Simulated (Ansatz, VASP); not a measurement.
## One calculation of TaSi2, two programs

Contents of INCAR:

```
ALGO = Normal ; EDIFF = 1E-6
ENCUT = 520 ; GGA = PS
ISIF = 2 ; ISMEAR = 0
LASPH = True ; LCHARG = False
LREAL = False ; LWAVE = False
NBANDS = 38 ; NELM = 100
PREC = Accurate ; SIGMA = 0.15
```

File KPOINTS:

```
k-points
0
Gamma
  12 12 6
```

Contents of POSCAR:

```
TaSi2
1.0
    4.6895753855      0.0000000000      0.0000000000
   -2.3447876927      4.0612914168      0.0000000000
    0.0000000000      0.0000000000      6.5561430408
Ta Si
3 6
Direct
    0.5000000000      0.0000000000      0.0000000000
    0.5000000000      0.5000000000      0.6666666667
    0.0000000000      0.5000000000      0.3333333333
    0.1592827538      0.3185655077      0.0000000000
    0.8407172462      0.1592827538      0.6666666667
    0.6814344923      0.8407172462      0.3333333333
    0.8407172462      0.6814344923      0.0000000000
    0.1592827538      0.8407172462      0.6666666667
    0.3185655077      0.1592827538      0.3333333333
```

Input for Ansatz:

```yaml
crystal:
  lattice:
    - [4.6895753855, 0.0, 0.0]
    - [-2.3447876927, 4.0612914168, 0.0]
    - [0.0, 0.0, 6.5561430408]
  atoms:
    - { symbol: Ta, position: [0.5, 0.0, 0.0] }
    - { symbol: Ta, position: [0.5, 0.5, 0.6666666667] }
    - { symbol: Ta, position: [0.0, 0.5, 0.3333333333] }
    - { symbol: Si, position: [0.1592827538, 0.3185655077, 0.0] }
    - { symbol: Si, position: [0.8407172462, 0.1592827538, 0.6666666667] }
    - { symbol: Si, position: [0.6814344923, 0.8407172462, 0.3333333333] }
    - { symbol: Si, position: [0.8407172462, 0.6814344923, 0.0] }
    - { symbol: Si, position: [0.1592827538, 0.8407172462, 0.6666666667] }
    - { symbol: Si, position: [0.3185655077, 0.1592827538, 0.3333333333] }
basis:
  ecutwfc: 420
kpoints:
  mp_grid: { grid: [12, 12, 6] }
hamiltonian:
  xc: pbesol
scf:
  occupations: { method: gaussian, width: 0.15 }
output:
  forces: true
  stress: true
  eigenvalues: true
```

Change from the starting cell: strain -0.015 along x and y, +0.000 along z, atoms carried along.

Alike in both runs: task single point; functional PBEsol; k mesh 12 × 12 × 6; occupations gaussian, width 0.15 eV; no spin polarisation.

|  | VASP | Ansatz |
| --- | --- | --- |
| version | VASP 6.6.1 | Ansatz 0.2.0 |
| potentials or method | VASP PAW PBE potentials, release 64 (Ta_pv, Si), cutoff 520 eV | scalar-relativistic, plane waves, PAW |
| valence electrons in the cell | 57 | 63 |

Ansatz gave:

* gap on the k mesh at the Fermi level (eV): none
* pressure (GPa): 6.0
* traceless stress, the component that is largest in VASP (GPa): -2.90
* rms of the force components (eV/Å): 0.031

Estimate VASP's values.

gap on the k mesh at the Fermi level (eV): none; pressure (GPa): 6.4; traceless stress, the component that is largest in VASP (GPa): -2.84; rms of the force components (eV/Å): 0.030.

VASP's potentials were made for PBE, not for PBEsol. Atom by atom the forces differ by 0.001 eV/Å (rms over components). A gap of «none» marks a metal or a gap that the smearing closes. With one functional, cell and mesh, what is left measures potentials, basis and numerics. VASP's potentials hold 57 valence electrons a cell and Ansatz's 63, so a difference there can come from the potentials and not from the codes.

Spin-orbit coupling is off throughout.
